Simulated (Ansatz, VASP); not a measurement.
**One calculation of C, two programs**

Contents of INCAR:

```
ALGO = Normal
DIPOL = 0.5 0.5 0.349
EDIFF = 1E-6
ENCUT = 520
GGA = PE
IDIPOL = 3
ISIF = 2
ISMEAR = 0
IVDW = 12
LASPH = True
LCHARG = True
LDIPOL = True
LELF = True
LREAL = False
LVACPOTAV = True
LVHAR = True
LWAVE = False
NBANDS = 16
NELM = 100
PREC = Accurate
SIGMA = 0.1
```

Contents of KPOINTS:

```
k-points
0
Gamma
  15 15 1
```

File POSCAR:

```
C
1.0
    2.4656524409      0.0000000000      0.0000000000
   -1.2328262205      2.1353176508      0.0000000000
    0.0000000000      0.0000000000     17.5000663883
C
4
Direct
    0.6666666667      0.3333333333      0.2571437784
    0.3333333333      0.6666666667      0.2571418816
    1.1666666667      0.3333333333      0.4417164036
    0.8333333333      0.6666666667      0.4417145068
```

Input for Ansatz:

```yaml
crystal:
  lattice:
    - [2.4656524409, 0.0, 0.0]
    - [-1.2328262205, 2.1353176508, 0.0]
    - [0.0, 0.0, 17.5000663883]
  atoms:
    - { symbol: C, position: [0.6666666667, 0.3333333333, 0.2571437784] }
    - { symbol: C, position: [0.3333333333, 0.6666666667, 0.2571418816] }
    - { symbol: C, position: [1.1666666667, 0.3333333333, 0.4417164036] }
    - { symbol: C, position: [0.8333333333, 0.6666666667, 0.4417145068] }
basis:
  ecutwfc: 420
kpoints:
  mp_grid: { grid: [15, 15, 1] }
hamiltonian:
  xc: pbe
  pseudopotentials: { kind: paw, azcp: { folder: soft_1 } }
  dispersion: d3bj
scf:
  occupations: { method: gaussian, width: 0.1 }
output:
  forces: true
  eigenvalues: true
efield:
  axis: 3
  dipole_correction: true
  ramp_width: 0.04
```

Alike in both runs: task single point; functional PBE; dispersion D3(BJ); k mesh 15 × 15 × 1; occupations gaussian, width 0.1 eV; no spin polarisation.

|  | VASP | Ansatz |
| --- | --- | --- |
| version | VASP 6.6.1 | Ansatz 0.2.0 |
| potentials or method | VASP PAW PBE potentials, release 64 (C), cutoff 520 eV | scalar-relativistic, plane waves, PAW |
| valence electrons in the cell | 16 | 16 |

|  | VASP | Ansatz | Ansatz less VASP |
| --- | --- | --- | --- |
| gap on the k mesh at the Fermi level (eV) | 0.28 | 0.28 | 0.000 |
| least direct gap on the mesh (eV) | 0.28 | 0.28 | 0.000 |
| rms of the force components (eV/Å) | 0.024 | 0.024 | -0.0002 |

Atom by atom the forces differ by 0.000 eV/Å (rms over components). Ansatz's warnings: structure snapped to symmetry.
